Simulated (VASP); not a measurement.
Here is a VASP 6.6.1 calculation.

Contents of INCAR:

```
ALGO = Normal
EDIFF = 1E-6
ENCUT = 600
GGA = PE
GGA_COMPAT = F
ISIF = 2
ISMEAR = 0
ISYM = 0
IVDW = 12
LASPH = T
LCHARG = T
LDAU = T
LDAUJ = 0 0
LDAUL = -1 1
LDAUPRINT = 1
LDAUTYPE = 2
LDAUU = 0 3.8
LELF = T
LREAL = F
LVHAR = T
LWAVE = F
NBANDS = 15
NELM = 200
PREC = Accurate
SIGMA = 0.1
```

The input KPOINTS:

```
k-points
0
Gamma
  3 3 4
```

POSCAR

```
CaO
1.0
    0.0000000000      2.4035556960      2.4035556960
    2.4035556960      0.0000000000      2.4035556960
    2.4035556960      2.4035556960      0.0000000000
Ca O
1 1
Direct
    0.0000000000      0.0000000000      0.0000000000
    0.5000000000      0.5000000000      0.5000000000
```

Potentials or basis: VASP PAW PBE potentials, release 64 (Ca_sv, O).

Run with:

```bash
$ cat potpaw_PBE.64/Ca_sv/POTCAR potpaw_PBE.64/O/POTCAR > POTCAR
$ mpirun -np 1 vasp_std > vasp.out
```

(1) What does it give for the pressure?

(2) Predict the band gap on the k mesh.

(3) What does it give for the dispersion energy per atom?

Results:

(1) -2.0 GPa.

(2) 4.19 eV (least direct gap 4.55 eV).

(3) -0.272 eV.

Caveat: the k points lie up to 0.75 Å⁻¹ apart.
